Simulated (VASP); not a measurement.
# BaTiO3 (R3m) in VASP: a series of runs

The runs below take BaTiO3 through single point, with r2SCAN.

Everything below comes from runs of VASP 6.6.1. Logs are shortened: lines on timing, memory, paths and dates and some standing lists are left out, and cuts for length are marked.

## (1) The cell of the first run

Symmetry: R3m, No. 160, trigonal system. The conventional cell has a = 5.680 Å, b = 5.680 Å, c = 6.994 Å, α = 90.00°, β = 90.00°, γ = 120.00°. Within 3.6 Å of Ba (site symmetry 3m) lie 12 O at 2.74 to 2.97 Å and 8 Ti at 3.45 to 3.54 Å. Ti (site symmetry 3m) has 6 O at 1.87 to 2.16 Å within 2.5 Å. Within 2.5 Å of O (site symmetry m) lie 2 Ti at 1.87 to 2.16 Å.

## (2) Single point, r2SCAN

POSCAR

```
BaTiO3
1.0
    2.8400536833      1.6397057586      2.3314328269
   -2.8400536833      1.6397057586      2.3314328269
    0.0000000000     -3.2794115171      2.3314328269
Ba Ti O
1 1 3
Direct
    0.0099337841      0.0099337841      0.0099337841
    0.5162478494      0.5162478494      0.5162478494
    0.4897536543      0.4897536543      0.9801597377
    0.4897536543      0.9801597377      0.4897536543
    0.9801597377      0.4897536543      0.4897536543
```

INCAR.step1

```
SYSTEM = BaTiO3
ALGO = Normal ; EDIFF = 1E-4
ENCUT = 520 ; GGA = PE
ISMEAR = 0 ; LASPH = .True.
LCHARG = .False. ; LREAL = .False.
LWAVE = .True. ; NBANDS = 28
NELM = 100 ; PREC = Accurate
SIGMA = 0.05
```

INCAR.step2

```
SYSTEM = BaTiO3
ALGO = Normal ; EDIFF = 1E-7
ENCUT = 520 ; ISIF = 2
ISMEAR = 0 ; ISTART = 1
LASPH = .True. ; LCHARG = .False.
LMIXTAU = .True. ; LREAL = .False.
LWAVE = .False. ; METAGGA = R2SCAN
NBANDS = 28 ; NELM = 100
PREC = Accurate ; SIGMA = 0.05
```

KPOINTS

```
k-points
0
Gamma
  6 6 6
  0 0 0
```

Potentials or basis: VASP PAW PBE potentials, release 64 (Ba_sv, Ti_sv, O).

On the command line:

```
> cat potpaw_PBE.64/Ba_sv/POTCAR potpaw_PBE.64/Ti_sv/POTCAR potpaw_PBE.64/O/POTCAR > POTCAR
> cp INCAR.step1 INCAR
> mpirun -np 1 vasp_std > vasp.out
> cp INCAR.step2 INCAR
> mpirun -np 1 vasp_std > vasp.out
```

OUTCAR:

```text
SYSTEM = BaTiO3
   EDIFF = 1E-7
   ENCUT = 520
   ISIF = 2
   ISMEAR = 0
   ISTART = 1
   LASPH = .True.
   LREAL = .False.
   METAGGA = R2SCAN
   NELM = 100
   PREC = Accurate

 ion  position               nearest neighbor table
   1  0.010  0.010  0.010-   4 2.74   5 2.74   3 2.74   4 2.84   5 2.84   3 2.84   3 2.84   5 2.84
                             4 2.84   5 2.97   4 2.97   3 2.97   2 3.45   2 3.47   2 3.47   2 3.47
   2  0.516  0.516  0.516-   3 1.87   4 1.87   5 1.87   3 2.16   4 2.16   5 2.16   1 3.45   1 3.47
                             1 3.47   1 3.47   1 3.50   1 3.50   1 3.50   1 3.54
   3  0.490  0.490  0.980-   2 1.87   2 2.16   1 2.74   1 2.84   1 2.84   1 2.97
   4  0.490  0.980  0.490-   2 1.87   2 2.16   1 2.74   1 2.84   1 2.84   1 2.97
   5  0.980  0.490  0.490-   2 1.87   2 2.16   1 2.74   1 2.84   1 2.84   1 2.97

  LATTYP: Found a trigonal (rhomboedric) cell.
 ALAT       =     4.0236946859
 COS(alpha) =     0.0036015225

  Lattice vectors:

 A1 = (   2.8400536833,   1.6397057586,   2.3314328269)
 A2 = (  -2.8400536833,   1.6397057586,   2.3314328269)
 A3 = (   0.0000000000,  -3.2794115171,   2.3314328269)

Analysis of symmetry for initial positions (statically):
=====================================================================
 Subroutine PRICEL returns:
 Original cell was already a primitive cell.

 Routine SETGRP: Setting up the symmetry group for a
 trigonal (rhombohedral) supercell.

 Subroutine GETGRP returns: Found  6 space group operations
 (whereof  6 operations were pure point group operations)
 out of a pool of 12 trial point group operations.

The static configuration has the point symmetry C_3v.

Analysis of symmetry for dynamics (positions and initial velocities):
=====================================================================
 Subroutine PRICEL returns:
 Original cell was already a primitive cell.

 Routine SETGRP: Setting up the symmetry group for a
 trigonal (rhombohedral) supercell.

 Subroutine GETGRP returns: Found  6 space group operations
 (whereof  6 operations were pure point group operations)
 out of a pool of 12 trial point group operations.

The dynamic configuration has the point symmetry C_3v.

 Subroutine INISYM returns: Found  6 space group operations
 (whereof  6 operations are pure point group operations),
 and found     1 'primitive' translations

----------------------------------------------------------------------------------------
[... 100 lines left out ...]
   LREAL  =      F    real-space projection
   EDIFFG = 0.1E-05   stopping-criterion for IOM
   NSW    =      0    number of steps for IOM
   IBRION =     -1    ionic relax: 0-MD 1-quasi-New 2-CG
   NFREE  =      0    steps in history (QN), initial steepest desc. (CG)
   ISIF   =      2    stress and relaxation
   ISYM   =      2    0-nonsym 1-usesym 2-fastsym
   POTIM  = 0.5000    time-step for ionic-motion
   TEBEG  =    0.0;   TEEND  =   0.0 temperature during run
   PSTRESS=    0.0 pullay stress
   NELECT =      40.0000    total number of electrons
   NUPDOWN=      -1.0000    fix difference up-down
   EMIN   =  10.00;   EMAX   =-10.00  energy-range for DOS
   EFERMI =   0.00;   METHOD = LEGACY
   ISMEAR =     0;   SIGMA  =   0.05  broadening in eV -4-tet -1-fermi 0-gaus
   EFERMI_NEDOS =   21; number of points for ismear=-14 and -15
   IALGO  =     38    algorithm
   IMIX   =      4    mixing-type and parameters
     AMIX     =   0.40;   BMIX     =  1.00
     AMIX_MAG =   1.60;   BMIX_MAG =  1.00
  volume/ion in A,a.u.               =      13.03        87.92
  Fermi-wavevector in a.u.,A,eV,Ry     =   1.391466  2.629490 26.343298  1.936178
  Thomas-Fermi vector in A             =   2.515302
   LORBIT       =      0    0 simple, 1 ext, 2 COOP (PROOUT), +10 PAW based schemes
   METAGGA = R2SCAN    functional components
   LHFCALC =     F    Hartree Fock is set to
   AEXX    =    0.0000 exact exchange contribution
   IVDW    =     0    specifies the selected vdW correction
   LEPSILON=     F    determine dielectric tensor
   LRPA    =     F    only Hartree local field effects (RPA)
 non-spin polarized calculation
 Gauss-broadening in eV      SIGMA  =   0.05
  energy-cutoff  :      520.00
  volume of cell :       65.14
 maximum number of plane-waves:      1776
 NGX is ok and might be reduce to    30
   NGX = 15   NGY = 15   NGZ = 15

 number of electron      40.0000011 magnetization

 Free energy of the ion-electron system (eV)
  ---------------------------------------------------
  ext. energy  EPLUGINS =         0.00000000
  ---------------------------------------------------
  free energy    TOTEN  =       -74.25822485 eV

  energy without entropy =      -74.25822485  energy(sigma->0) =      -74.25822485

 E-fermi :   3.5962     XC(G=0): -11.8054

 val. band max:        3.3364887962   @ k =   0.5000   0.5000   0.5000
 cond. band min:       6.1909725954   @ k =   0.0000   0.0000   0.0000
 fundamental gap:      2.8544837992
 Fermi energy:         3.5962188151

 k-point     1 :       0.0000    0.0000    0.0000
  band No.  band energies     occupation
      1     -55.1786      2.00000
      2     -30.3809      2.00000
      3     -30.3809      2.00000
      4     -30.3780      2.00000
      5     -22.1407      2.00000
      6     -14.4174      2.00000
[... 733 lines left out ...]
     27      12.0729      0.00000
     28      12.6179      0.00000

 [... further k-points ...]

------------------------ aborting loop because EDIFF is reached ----------------------------------------

  FORCE on cell =-STRESS in cart. coord.  units (eV):
  Direction    XX          YY          ZZ          XY          YZ          ZX
  --------------------------------------------------------------------------------------
  -------------------------------------------------------------------------------------
  Total        0.8539205      0.8539205      0.8993514      0.0000000      0.0000000     -0.0000000
  in kB       21.0020351     21.0020351     22.1194022      0.0000000      0.0000000     -0.0000000
  external PRESSURE =      21.3744908 kB  Pullay stress =       0.0000000 kB

 VOLUME and BASIS-vectors are now :
 -----------------------------------------------------------------------------
  energy-cutoff  :      520.00
  volume of cell :       65.14
      direct lattice vectors                 reciprocal lattice vectors
     2.840053683  1.639705759  2.331432827     0.176053010  0.101644253  0.142973595
    -2.840053683  1.639705759  2.331432827    -0.176053010  0.101644253  0.142973595
     0.000000000 -3.279411517  2.331432827     0.000000000 -0.203288506  0.142973595

 POSITION                                       TOTAL-FORCE (eV/Angst)
 -----------------------------------------------------------------------------------
      0.00000      0.00000      0.06948         0.000000     -0.000000     -0.381429
      0.00000      0.00000      3.61079         0.000000      0.000000      0.008564
      0.00000     -1.60824      4.56883         0.000000     -0.073739      0.124288
     -1.39278      0.80412      4.56883        -0.063860      0.036869      0.124288
      1.39278      0.80412      4.56883         0.063860      0.036869      0.124288
 -----------------------------------------------------------------------------------
    total drift:                               -0.000000     -0.000001      0.004449

  FREE ENERGIE OF THE ION-ELECTRON SYSTEM (eV)
  ---------------------------------------------------
  free  energy   TOTEN  =       -74.2582248540 eV

  energy  without entropy=      -74.2582248540  energy(sigma->0) =      -74.25822485
```

OUTCAR.step1:

```text
SYSTEM = BaTiO3
   EDIFF = 1E-4
   ENCUT = 520
   GGA = PE
   ISMEAR = 0
[... 980 lines left out ...]
      0.00000      0.00000      3.61079         0.000000      0.000000      0.040840
      0.00000     -1.60824      4.56883         0.000000     -0.117155      0.100845
     -1.39278      0.80412      4.56883        -0.101459      0.058577      0.100845
      1.39278      0.80412      4.56883         0.101459      0.058577      0.100845
 -----------------------------------------------------------------------------------
    total drift:                               -0.000000     -0.000001     -0.000684

  FREE ENERGIE OF THE ION-ELECTRON SYSTEM (eV)
  ---------------------------------------------------
  free  energy   TOTEN  =       -40.0141588840 eV

  energy  without entropy=      -40.0141588840  energy(sigma->0) =      -40.01415888
```

OSZICAR.step1:

```text
N       E                     dE             d eps       ncg     rms          rms(c)
DAV:   1     0.439907379503E+03    0.43991E+03   -0.20938E+04  1792   0.155E+03
DAV:   2    -0.326823843912E+01   -0.44318E+03   -0.42278E+03  2044   0.429E+02
DAV:   3    -0.483229161688E+02   -0.45055E+02   -0.44692E+02  2488   0.135E+02
DAV:   4    -0.505578821995E+02   -0.22350E+01   -0.22302E+01  2720   0.255E+01
DAV:   5    -0.506171089043E+02   -0.59227E-01   -0.59220E-01  2404   0.334E+00    0.237E+01
DAV:   6    -0.401975371126E+02    0.10420E+02   -0.55900E+01  2720   0.684E+01    0.102E+01
DAV:   7    -0.401945175113E+02    0.30196E-02   -0.11476E+01  2452   0.252E+01    0.727E+00
DAV:   8    -0.400103689697E+02    0.18415E+00   -0.59222E-01  2236   0.718E+00    0.381E+00
DAV:   9    -0.400417367687E+02   -0.31368E-01   -0.38302E-01  2660   0.554E+00    0.161E+00
DAV:  10    -0.400184385506E+02    0.23298E-01   -0.16848E-01  2140   0.424E+00    0.598E-01
DAV:  11    -0.400142374913E+02    0.42011E-02   -0.21391E-02  2200   0.895E-01    0.159E-01
DAV:  12    -0.400144246521E+02   -0.18716E-03   -0.30053E-03  2368   0.517E-01    0.144E-01
DAV:  13    -0.400141514784E+02    0.27317E-03   -0.99691E-04  2012   0.334E-01    0.174E-02
DAV:  14    -0.400141588840E+02   -0.74056E-05   -0.38764E-05  1256   0.457E-02
   1 F= -.40014159E+02 E0= -.40014159E+02  d E =-.301826E-12
```

It took 3.9 min on 1 thread of Intel Xeon Platinum 8259CL at 2.50GHz (Skylake/Cascade Lake), shared host; peak memory 0.21 GiB.

What came out:

| Property | Result |
| --- | --- |
| Free energy | -74.2582 eV |
| Pressure | 2.1 GPa |
| Largest force | 0.381 eV/Å |
| Band gap on the k mesh | 2.85 eV, indirect (least direct gap 3.32 eV) |

Forces in eV/Å, atoms in the order of the input:
```
Ba   0.000  0.000 -0.381
Ti   0.000  0.000  0.009
O    0.000 -0.074  0.124
O   -0.064  0.037  0.124
O    0.064  0.037  0.124
```

Caveat: the cell differs from its parent crystal (all Ba atoms moved -0.050 Å, as atom 1 towards its neighbour atom 2 (Ti) at 3.403 Å); the PAW data sets were made with another functional, which shifts forces and pressure a little; spin-orbit coupling is left out, which moves the levels of the heavy elements.

## (3) Single point, r2SCAN

Edit POSCAR of step 2 so:

```diff
@@ -8,3 +8,3 @@
 Direct
-    0.0099337841      0.0099337841      0.0099337841
+   -0.0222352749     -0.0222352749     -0.0222352749
     0.5162478494      0.5162478494      0.5162478494
```

INCAR.step1

```
SYSTEM = BaTiO3
PREC = Accurate
ENCUT = 520
ISMEAR = 0
SIGMA = 0.05
LREAL = .False.
LASPH = .True.
NELM = 100
NBANDS = 28
GGA = PE
ALGO = Normal
EDIFF = 1E-4
LWAVE = .True.
LCHARG = .False.
```

INCAR.step2

```
SYSTEM = BaTiO3
PREC = Accurate
ENCUT = 520
EDIFF = 1E-7
ISMEAR = 0
SIGMA = 0.05
LREAL = .False.
LASPH = .True.
NELM = 100
ALGO = Normal
ISIF = 2
LWAVE = .False.
LCHARG = .False.
METAGGA = R2SCAN
LMIXTAU = .True.
NBANDS = 28
ISTART = 1
```

KPOINTS

```
regular mesh
0
Gamma
  6 6 6
  0 0 0
```

Potentials or basis: VASP PAW PBE potentials, release 64 (Ba_sv, Ti_sv, O).

On the command line:

```
> cat potpaw_PBE.64/Ba_sv/POTCAR potpaw_PBE.64/Ti_sv/POTCAR potpaw_PBE.64/O/POTCAR > POTCAR
> cp INCAR.step1 INCAR
> mpirun -np 1 vasp_std > vasp.out
> cp INCAR.step2 INCAR
> mpirun -np 1 vasp_std > vasp.out
```

It took 4.2 min on 1 thread of Intel Xeon Platinum 8259CL at 2.50GHz (Skylake/Cascade Lake), shared host; peak memory 0.21 GiB.

The run converged. Its results:

```
Free energy            : -74.1696 eV
Pressure               : 2.4 GPa
Largest force          : 1.172 eV/Å
Band gap on the k mesh : 2.82 eV, indirect (least direct gap 3.28 eV)
```

Forces on the atoms (eV/Å):
```
Ba   0.000  0.000  1.172
Ti   0.000  0.000 -0.853
O    0.000 -0.058 -0.106
O   -0.050  0.029 -0.106
O    0.050  0.029 -0.106
```

Stress tensor (GPa, compression positive):
```
2.00 0.00 0.00
0.00 2.00 0.00
0.00 0.00 3.27
```

Levels at points of the mesh, in eV from the valence-band top:
| k point | band 16 | band 17 | band 18 | band 19 | band 20 | band 21 | band 22 | band 23 | band 24 | band 25 |
| --- | --- | --- | --- | --- | --- | --- | --- | --- | --- | --- |
| (0.00, 0.00, 0.00) | -1.34 | -1.07 | -0.55 | -0.46 | -0.46 | 2.82 | 2.82 | 2.93 | 4.80 | 4.80 |
| (0.50, 0.00, 0.00) | -1.99 | -1.64 | -1.44 | -1.02 | -0.88 | 3.01 | 4.15 | 4.26 | 4.76 | 6.48 |
| (0.50, 0.50, 0.00) | -2.61 | -1.68 | -0.93 | -0.90 | -0.09 | 4.22 | 4.25 | 4.58 | 5.39 | 8.17 |
| (0.50, 0.50, 0.50) | -2.40 | -2.31 | -0.02 | -0.02 | 0.00 | 4.60 | 4.85 | 4.85 | 7.16 | 7.16 |

Caveat: the cell differs from its parent crystal (all Ba atoms moved +0.175 Å, as atom 1 towards its neighbour atom 2 (Ti) at 3.403 Å); the PAW data sets were made with another functional, which shifts forces and pressure a little; spin-orbit coupling is left out, which moves the levels of the heavy elements. A k mesh can miss the band edges.
